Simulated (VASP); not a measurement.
Runs of VASP 6.6.1 on ZrO2. The structure is that of space group Fm-3m (No. 225), or close to it. The cells are those of the table. 

| task | level | cell | cutoff (eV) | smearing | gap on the mesh (eV) | pressure (GPa) | relaxed volume (Å³/atom) |
| --- | --- | --- | --- | --- | --- | --- | --- |
| single point | PBE | a = 3.617 Å, angles 60.0°, 3 atoms | 600 | fermi-dirac 0.02 eV | 3.31 | 0.1 | - |
| single point | PBE | a = 3.599 Å, angles 60.0°, 3 atoms | 600 | fermi-dirac 0.02 eV | 3.36 | 3.9 | - |
| dielectric tensor | r2SCAN | a = 3.599 Å, angles 60.0°, 3 atoms | 580 | gaussian 0.01 eV | 3.87 | - | - |
| relaxation of cell and atoms | PBEsol | relaxed from a = 3.617 Å, angles 60.0°, 3 atoms | 600 | fermi-dirac 0.02 eV | 3.32 | 0.1 | 10.83 |
| single point | PBEsol | a = 3.581 Å, angles 60.0°, 3 atoms | 600 | fermi-dirac 0.02 eV | 3.32 | (b) | - |
| relaxation of cell and atoms | PBE | relaxed from a = 3.558 Å, angles 60.0°, 3 atoms | 600 | fermi-dirac 0.02 eV | 3.31 | 0.0 | (a) |
| relaxation of cell and atoms | r2SCAN | relaxed from a = 3.617 Å, angles 60.0°, 3 atoms | 660 | fermi-dirac 0.02 eV | 3.87 | 0.0 | 10.99 |

Alike in all rows: potentials or basis VASP PAW PBE potentials, release 64 (Zr_sv, O); no spin polarisation.

Problem. Fill in the values left out.

Solution. (a) 11.16; (b) 0.2.

Caveats: the PAW data sets were made with another functional, which shifts forces and pressure a little (at least some runs); the cell stands under pressure (at least some runs).

A k mesh can miss the band edges, and the runs leave out spin-orbit coupling on Zr.
